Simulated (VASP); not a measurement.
CdF2, 3 atoms in the cell. It takes space group Fm-3m (No. 225, cubic). The conventional cell has a = 5.084 Å, b = 5.084 Å, c = 5.084 Å, α = 90.00°, β = 90.00°, γ = 90.00°. Cd (site symmetry m-3m) has 8 F at 2.20 Å within 2.9 Å. F (site symmetry -43m) has 4 Cd at 2.20 Å and 6 F at 2.54 Å within 2.9 Å. 

```yaml
Program: VASP 6.6.1
Task: single point
Functional: r2SCAN
Potentials_or_basis: VASP PAW PBE potentials, release 64 (Cd, F)
Cutoff: 520 eV
k_mesh: 8 × 8 × 8
Occupations: gaussian, width 0.02 eV
Spin: no spin polarisation
Dipole_correction: no
Further_INCAR_settings: ALGO = Normal; EDIFF = 1e-06; NBANDS = 20
```

Potentials or basis: VASP PAW PBE potentials, release 64 (Cd, F).

The run is started by

```bash
$ cat potpaw_PBE.64/Cd/POTCAR potpaw_PBE.64/F/POTCAR > POTCAR
$ cp INCAR.step1 INCAR
$ mpirun -np 1 vasp_std > vasp.out
$ cp INCAR.step2 INCAR
$ mpirun -np 1 vasp_std > vasp.out
```

Hardware: 1 thread of Intel Xeon 8259CL, on a shared host.

How long does it take, and how much memory?

Run time: 73 s on 1 thread of Intel Xeon 8259CL (shared host), peak memory 0.17 GiB. Counts: k points 29.
